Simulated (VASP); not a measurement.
Input of a VASP 6.6.1 run:

Contents of INCAR:

```
  PREC = Accurate
  ENCUT = 520
  EDIFF = 1E-7
  ISMEAR = 0
  SIGMA = 0.1
  LREAL = F
  LASPH = T
  NELM = 60
  ALGO = Fast
  ISIF = 2
  LWAVE = F
  LCHARG = F
  GGA = PS
  NBANDS = 19
```

Contents of KPOINTS:

```
regular mesh
0
Gamma
  18 18 8
```

File POSCAR:

```
Zr
1.0
    3.1859285485      0.0000000000      0.0000000000
   -1.5929642742      2.7590950576      0.0000000000
    0.0000000000      0.0000000000      5.1118469263
Zr
2
Direct
    0.3333333333      0.6666666667      0.2500000000
    0.6666666667      0.3333333333      0.7500000000
```

Potentials or basis: VASP PAW PBE potentials, release 64 (Zr_sv).

Command:

```console
$ cat potpaw_PBE.64/Zr_sv/POTCAR > POTCAR
$ mpirun -np 1 vasp_std > vasp.out
```

(1) Estimate the pressure.

(2) Predict the band gap on the k mesh.

Answers

(1) 0.1 GPa.

(2) zero (bands 12 and 13 overlap by 1.20 eV).

Caveat: the PAW data sets were made with another functional, which shifts forces and pressure a little.
